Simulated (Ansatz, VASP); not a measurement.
PtC3 in VASP and in Ansatz

```
CELL_PARAMETERS angstrom
3.33400 0.00000 0.00000
0.00000 3.33400 0.00000
0.00000 0.00000 3.33400
ATOMIC_POSITIONS crystal
Pt 0.00000 0.00000 0.00000
C 0.00000 0.50000 0.50000
C 0.50000 0.00000 0.50000
C 0.50000 0.50000 0.00000
```

Alike in both runs: task single point; functional PBE; k mesh 6 × 6 × 6; occupations gaussian, width 0.1 eV; no spin polarisation.

```csv
,VASP,Ansatz
version,VASP 6.6.1,Ansatz 0.2.0
potentials or method,"VASP PAW PBE potentials, release 64 (Pt, C), cutoff 520 eV","scalar-relativistic, plane waves, PAW"
valence electrons in the cell,22,30
```

```tsv
	VASP	Ansatz	Ansatz less VASP
gap on the k mesh at the Fermi level (eV)	none	none	-
pressure (GPa)	9.9	10.0	+0.11
```

A gap of «none» marks a metal or a gap that the smearing closes. The functional is the same, so the differences come from potentials, cutoffs and numerics. VASP's potentials hold 22 valence electrons a cell and Ansatz's 30, so a difference there can come from the potentials and not from the codes.

Spin-orbit coupling is off throughout.
